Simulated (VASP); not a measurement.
A run of VASP 6.6.1:

The input INCAR:

```
SYSTEM = TaRu
ALGO = Fast
EDIFF = 1E-7
ENCUT = 520
GGA = PS
ISIF = 2
ISMEAR = 0
LASPH = .True.
LCHARG = .True.
LELF = .True.
LREAL = .False.
LVHAR = .True.
LWAVE = .False.
NBANDS = 20
NELM = 100
PREC = Accurate
SIGMA = 0.15
```

Contents of KPOINTS:

```
k-points
0
Gamma
  18 18 16
  0 0 0
```

Contents of POSCAR:

```
TaRu
1.0
    3.0948271154      0.0000000000      0.0000000000
    0.0000000000      3.0948271154      0.0000000000
    0.0000000000      0.0000000000      3.2980132101
Ta Ru
1 1
Direct
    0.5000000000      0.5000000000      0.5000000000
    0.0000000000      0.0000000000      0.0000000000
```

Potentials or basis: VASP PAW PBE potentials, release 64 (Ta_pv, Ru_pv).

The run is started by

```bash
$ cat potpaw_PBE.64/Ta_pv/POTCAR potpaw_PBE.64/Ru_pv/POTCAR > POTCAR
$ mpirun -np 1 vasp_std > vasp.out
```

Hardware: 1 thread of AMD EPYC 9R45 96-Core Processor (Zen 5), on a shared host.

Q: Estimate the wall time of this run.

A: Run time: 2.9 min on 1 thread of AMD EPYC 9R45 96-Core Processor (Zen 5), with other jobs on the host, peak memory 0.38 GiB. Counts: scf iterations 17, k points 495.
